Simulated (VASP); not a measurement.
## YbIr4: single point with PBE

The system is YbIr4.

```
Yb Ir
1.0
    -2.01109    2.01109    5.62222
     2.01109   -2.01109    5.62222
     2.01109    2.01109   -5.62222
Yb Ir
1 4
Cartesian
  0.0000 0.0000 0.0000
  0.0000 2.0111 2.8111
  2.0111 0.0000 2.8111
  0.0000 0.0000 4.4496
  0.0000 0.0000 6.7949
```

The cell was generated, and may not be a known phase.

```
Program             : VASP 6.6.1
Task                : single point
Functional          : PBE
Potentials or basis : VASP PAW PBE potentials, release 64 (Yb, Ir)
Cutoff              : 520 eV
k mesh              : 6 × 6 × 6
Occupations         : gaussian, width 0.1 eV
Spin                : collinear spin, ferromagnetic start
Starting moments    : [1.0, 1.0, 1.0, 1.0, 1.0] μB
```

```json
{
  "Pressure": "-0.3 GPa",
  "Largest force": "0.145 eV/Å",
  "Band gap on the k mesh": "zero (filled and empty bands overlap)",
  "Net moment": "0.00 μB per cell",
  "Valence electrons inside the program's atomic spheres": "Yb 22.08; Ir 8.21, 8.45 (each value once)"
}
```

Forces on the atoms (eV/Å):
```
Yb   0.000  0.000  0.000
Ir   0.000  0.000  0.000
Ir   0.000  0.000  0.000
Ir   0.000  0.000  0.145
Ir   0.000  0.000 -0.145
```

Stress tensor (GPa, compression positive):
```
-0.92  0.00  0.00
 0.00 -0.92  0.00
 0.00  0.00  0.80
```

Levels at points of the mesh, in eV from the Fermi level:
Spin up:
| k point | band 28 | band 29 | band 30 | band 31 | band 32 | band 33 |
| --- | --- | --- | --- | --- | --- | --- |
| (0.00, 0.00, 0.00) | -0.29 | -0.27 | -0.21 | 0.01 | 0.86 | 1.21 |
| (0.50, 0.00, 0.00) | -0.39 | -0.34 | -0.32 | -0.27 | 0.17 | 0.98 |
| (0.50, 0.50, 0.00) | -0.28 | -0.15 | -0.04 | 1.00 | 1.34 | 2.06 |
| (0.50, 0.50, 0.50) | 0.14 | 0.36 | 0.75 | 0.73 | 1.07 | 1.21 |
Spin down:
```csv
k point,band 28,band 29,band 30,band 31,band 32,band 33
"(0.00, 0.00, 0.00)",-0.29,-0.27,-0.21,0.01,0.84,1.21
"(0.50, 0.00, 0.00)",-0.39,-0.34,-0.32,-0.27,0.17,0.99
"(0.50, 0.50, 0.00)",-0.28,-0.15,-0.04,0.40,1.00,1.44
"(0.50, 0.50, 0.50)",0.14,0.32,0.77,1.09,1.05,1.21
```

It took 18 min on 1 thread of AMD EPYC 9R45 96-Core Processor (Zen 5) (shared host), peak memory 0.53 GiB.

Caveat: spin-orbit coupling is left out, which moves the levels of the heavy elements. The state reached can hang on the start; a lower one may exist.
